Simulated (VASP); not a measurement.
# Sn3Te (Pm-3m) in VASP: a series of runs, part 2 of 2

VASP 6.6.1.

## 4. Single point, r2SCAN

This run uses another cell than the first one, of 28.80 Å³/atom, 1.042 times its volume.

POSCAR reads:

```
Sn3Te
1.0
    4.8656220000      0.0000000000      0.0000000000
    0.0000000000      4.8656220000      0.0000000000
    0.0000000000      0.0000000000      4.8656220000
Te Sn
1 3
Direct
    0.0000000000      0.0000000000      0.0000000000
    0.0000000000      0.5000000000      0.5000000000
    0.5000000000      0.0000000000      0.5000000000
    0.5000000000      0.5000000000      0.0000000000
```

INCAR.step1 reads:

```
PREC = Accurate
ENCUT = 520
ISMEAR = -1
SIGMA = 0.05
LREAL = False
LASPH = True
NELM = 60
NBANDS = 32
GGA = PE
ALGO = Normal
EDIFF = 1E-4
LWAVE = True
LCHARG = False
```

INCAR.step2 reads:

```
PREC = Accurate
ENCUT = 520
EDIFF = 1E-7
ISMEAR = -1
SIGMA = 0.05
LREAL = False
LASPH = True
NELM = 60
ALGO = Normal
ISIF = 2
LWAVE = False
LCHARG = False
METAGGA = R2SCAN
LMIXTAU = True
NBANDS = 32
ISTART = 1
```

KPOINTS reads:

```
Automatic mesh
0
Gamma
  6 6 6
```

Potentials or basis: VASP PAW PBE potentials, release 64 (Te, Sn_d).

Command:

```sh
$ cat potpaw_PBE.64/Te/POTCAR potpaw_PBE.64/Sn_d/POTCAR > POTCAR
$ cp INCAR.step1 INCAR
$ mpirun -np 1 vasp_std > vasp.out
$ cp INCAR.step2 INCAR
$ mpirun -np 1 vasp_std > vasp.out
```

OUTCAR:

```text
PREC = Accurate
   ENCUT = 520
   EDIFF = 1E-7
   ISMEAR = -1
   LREAL = False
   LASPH = True
   NELM = 60
   ISIF = 2
   METAGGA = R2SCAN
   ISTART = 1

 ion  position               nearest neighbor table
   1  0.000  0.000  0.000-   2 3.44   3 3.44   4 3.44   2 3.44   3 3.44   2 3.44   4 3.44   2 3.44
                             3 3.44   4 3.44   3 3.44   4 3.44
   2  0.000  0.500  0.500-   1 3.44   3 3.44   4 3.44   1 3.44   4 3.44   1 3.44   3 3.44   1 3.44
                             3 3.44   4 3.44   4 3.44   3 3.44
   3  0.500  0.000  0.500-   1 3.44   2 3.44   4 3.44   1 3.44   4 3.44   2 3.44   4 3.44   4 3.44
                             1 3.44   2 3.44   1 3.44   2 3.44
   4  0.500  0.500  0.000-   1 3.44   2 3.44   3 3.44   2 3.44   3 3.44   1 3.44   3 3.44   3 3.44
                             1 3.44   2 3.44   2 3.44   1 3.44

  LATTYP: Found a simple cubic cell.
 ALAT       =     4.8656220000

  Lattice vectors:

 A1 = (   4.8656220000,   0.0000000000,   0.0000000000)
 A2 = (   0.0000000000,   4.8656220000,   0.0000000000)
 A3 = (   0.0000000000,   0.0000000000,   4.8656220000)

Analysis of symmetry for initial positions (statically):
=====================================================================
 Subroutine PRICEL returns:
 Original cell was already a primitive cell.

 Routine SETGRP: Setting up the symmetry group for a
 simple cubic supercell.

 Subroutine GETGRP returns: Found 48 space group operations
 (whereof 48 operations were pure point group operations)
 out of a pool of 48 trial point group operations.

The static configuration has the point symmetry O_h .

Analysis of symmetry for dynamics (positions and initial velocities):
=====================================================================
 Subroutine PRICEL returns:
 Original cell was already a primitive cell.

 Routine SETGRP: Setting up the symmetry group for a
 simple cubic supercell.

 Subroutine GETGRP returns: Found 48 space group operations
 (whereof 48 operations were pure point group operations)
 out of a pool of 48 trial point group operations.

The dynamic configuration has the point symmetry O_h .

 Subroutine INISYM returns: Found 48 space group operations
 (whereof 48 operations are pure point group operations),
 and found     1 'primitive' translations

----------------------------------------------------------------------------------------

                                     Primitive cell

  volume of cell :     115.1901

  direct lattice vectors                    reciprocal lattice vectors
     4.865622000  0.000000000  0.000000000     0.205523569  0.000000000  0.000000000
     0.000000000  4.865622000  0.000000000     0.000000000  0.205523569  0.000000000
     0.000000000  0.000000000  4.865622000     0.000000000  0.000000000  0.205523569

  length of vectors
     4.865622000  4.865622000  4.865622000     0.205523569  0.205523569  0.205523569

  position of ions in fractional coordinates (direct lattice)
     0.000000000  0.000000000  0.000000000
     0.000000000  0.500000000  0.500000000
     0.500000000  0.000000000  0.500000000
     0.500000000  0.500000000  0.000000000

  ion indices of the primitive-cell ions
   primitive index   ion index
                 1           1
                 2           2
                 3           3
                 4           4
[... 24 lines left out ...]

 Found     20 irreducible k-points:

 Following reciprocal coordinates:
            Coordinates               Weight
  0.000000  0.000000  0.000000      1.000000
  0.166667  0.000000  0.000000      6.000000
  0.333333  0.000000  0.000000      6.000000
  0.500000  0.000000  0.000000      3.000000
  0.166667  0.166667  0.000000     12.000000
  0.333333  0.166667  0.000000     24.000000
[... 12 lines left out ...]
  0.500000  0.500000  0.333333      6.000000
  0.500000  0.500000  0.500000      1.000000
   k-points           NKPTS =     20   k-points in BZ     NKDIM =     20   number of bands    NBANDS=     32
   number of dos      NEDOS =    301   number of ions     NIONS =      4
   total plane-waves  NPLWV =  46656
   dimension x,y,z NGX =    36 NGY =   36 NGZ =   36
   dimension x,y,z NGXF=    72 NGYF=   72 NGZF=   72
   ions per type =               1   3
   NGX,Y,Z   is equivalent  to a cutoff of  12.30, 12.30, 12.30 a.u.
   NGXF,Y,Z  is equivalent  to a cutoff of  24.60, 24.60, 24.60 a.u.
 SYSTEM =  unknown system
   PREC   = accura    normal or accurate (medium, high low for compatibility)
   ISTART =      1    job   : 0-new  1-cont  2-samecut
   ICHARG =      0    charge: 1-file 2-atom 10-const
   ISPIN  =      1    spin polarized calculation?
   LNONCOLLINEAR =      F non collinear calculations
   LSORBIT =      F    spin-orbit coupling
   LASPH  =      T    aspherical Exc in radial PAW
   ENCUT  =  520.0 eV  38.22 Ry    6.18 a.u.   9.05  9.05  9.05*2*pi/ulx,y,z
   NELM   =     60;   NELMIN=  2; NELMDL=  0     # of ELM steps
   EDIFF  = 0.1E-06   stopping-criterion for ELM
   LREAL  =      F    real-space projection
   EDIFFG = 0.1E-05   stopping-criterion for IOM
   NSW    =      0    number of steps for IOM
   IBRION =     -1    ionic relax: 0-MD 1-quasi-New 2-CG
   NFREE  =      0    steps in history (QN), initial steepest desc. (CG)
   ISIF   =      2    stress and relaxation
   ISYM   =      2    0-nonsym 1-usesym 2-fastsym
   POTIM  = 0.5000    time-step for ionic-motion
   TEBEG  =    0.0;   TEEND  =   0.0 temperature during run
   PSTRESS=    0.0 pullay stress
   NELECT =      48.0000    total number of electrons
   NUPDOWN=      -1.0000    fix difference up-down
   EMIN   =  10.00;   EMAX   =-10.00  energy-range for DOS
   EFERMI =   0.00;   METHOD = LEGACY
   ISMEAR =    -1;   SIGMA  =   0.05  broadening in eV -4-tet -1-fermi 0-gaus
   EFERMI_NEDOS =   21; number of points for ismear=-14 and -15
   IALGO  =     38    algorithm
   IMIX   =      4    mixing-type and parameters
     AMIX     =   0.40;   BMIX     =  1.00
     AMIX_MAG =   1.60;   BMIX_MAG =  1.00
  volume/ion in A,a.u.               =      28.80       194.34
  Fermi-wavevector in a.u.,A,eV,Ry     =   1.222785  2.310729 20.343484  1.495204
  Thomas-Fermi vector in A             =   2.357920
   LORBIT       =      0    0 simple, 1 ext, 2 COOP (PROOUT), +10 PAW based schemes
   METAGGA = R2SCAN    functional components
   LHFCALC =     F    Hartree Fock is set to
   AEXX    =    0.0000 exact exchange contribution
   IVDW    =     0    specifies the selected vdW correction
   LEPSILON=     F    determine dielectric tensor
   LRPA    =     F    only Hartree local field effects (RPA)
 non-spin polarized calculation
  energy-cutoff  :      520.00
  volume of cell :      115.19
 maximum number of plane-waves:      3136
   NGX = 19   NGY = 19   NGZ = 19

 number of electron      48.0000021 magnetization

 Free energy of the ion-electron system (eV)
  ---------------------------------------------------
  ext. energy  EPLUGINS =         0.00000000
  ---------------------------------------------------
  free energy    TOTEN  =       -98.67392238 eV

  energy without entropy =      -98.65116408  energy(sigma->0) =      -98.66254323

 E-fermi :   7.5620     XC(G=0): -10.8116

 val. band max:        7.5414420939   @ k =   0.1667   0.0000   0.0000
 cond. band min:       7.6172247861   @ k =   0.5000   0.5000   0.0000
 fundamental gap:      0.0757826922
 Fermi energy:         7.5619665941

 k-point     1 :       0.0000    0.0000    0.0000
  band No.  band energies     occupation
      1     -14.7996      2.00000
      2     -14.7996      2.00000
      3     -14.7996      2.00000
      4     -14.7867      2.00000
      5     -14.7867      2.00000
      6     -14.7489      2.00000
[... 689 lines left out ...]
     31      13.2945      0.00000
     32      15.9597      0.00000

------------------------ aborting loop because EDIFF is reached ----------------------------------------

  FORCE on cell =-STRESS in cart. coord.  units (eV):
  Direction    XX          YY          ZZ          XY          YZ          ZX
  --------------------------------------------------------------------------------------
  -------------------------------------------------------------------------------------
  Total       -0.2294221     -0.2294221     -0.2294221     -0.0000000      0.0000000     -0.0000000
  in kB       -3.1910294     -3.1910294     -3.1910294     -0.0000000      0.0000000     -0.0000000
  external PRESSURE =      -3.1910294 kB  Pullay stress =       0.0000000 kB

 VOLUME and BASIS-vectors are now :
 -----------------------------------------------------------------------------
  energy-cutoff  :      520.00
  volume of cell :      115.19
      direct lattice vectors                 reciprocal lattice vectors
     4.865622000  0.000000000  0.000000000     0.205523569  0.000000000  0.000000000
     0.000000000  4.865622000  0.000000000     0.000000000  0.205523569  0.000000000
     0.000000000  0.000000000  4.865622000     0.000000000  0.000000000  0.205523569

 POSITION                                       TOTAL-FORCE (eV/Angst)
 -----------------------------------------------------------------------------------
      0.00000      0.00000      0.00000         0.000000      0.000000      0.000000
      0.00000      2.43281      2.43281         0.000000      0.000000      0.000000
      2.43281      0.00000      2.43281         0.000000      0.000000      0.000000
      2.43281      2.43281      0.00000         0.000000      0.000000      0.000000
 -----------------------------------------------------------------------------------
    total drift:                                0.000000      0.000000      0.000000

  FREE ENERGIE OF THE ION-ELECTRON SYSTEM (eV)
  ---------------------------------------------------
  free  energy   TOTEN  =       -98.6739223755 eV

  energy  without entropy=      -98.6511640763  energy(sigma->0) =      -98.66254323
```

Wall time 4.2 min (1 thread of AMD EPYC 9R45 (Zen 5), shared host); peak memory 0.21 GiB.

Results:

```
Free energy            : -98.6739 eV
Pressure               : -0.3 GPa
Band gap on the k mesh : zero (band 24 reaches 10.56 eV, above the bottom of band 25 at 7.34 eV)
```

Caveat: the PAW data sets were made with another functional, which shifts forces and pressure a little; spin-orbit coupling is left out, which moves the levels of the heavy elements.

## 5. Overview

```csv
cell,gap on the mesh (eV),pressure (GPa)
"a = 4.800 Å, 4 atoms",none,1.6
"a = 4.833 Å, 4 atoms",none,0.6
"a = 4.866 Å, 4 atoms",none,-0.3
```

Alike in all rows: task single point; level r2SCAN; potentials or basis VASP PAW PBE potentials, release 64 (Te, Sn_d); no spin polarisation; k mesh 6 × 6 × 6; cutoff (eV) 520; smearing fermi-dirac 0.05 eV.

Caveats: the PAW data sets were made with another functional, which shifts forces and pressure a little; spin-orbit coupling is left out, which moves the levels of the heavy elements.

Absolute energies hang on the potentials; compare differences alone.
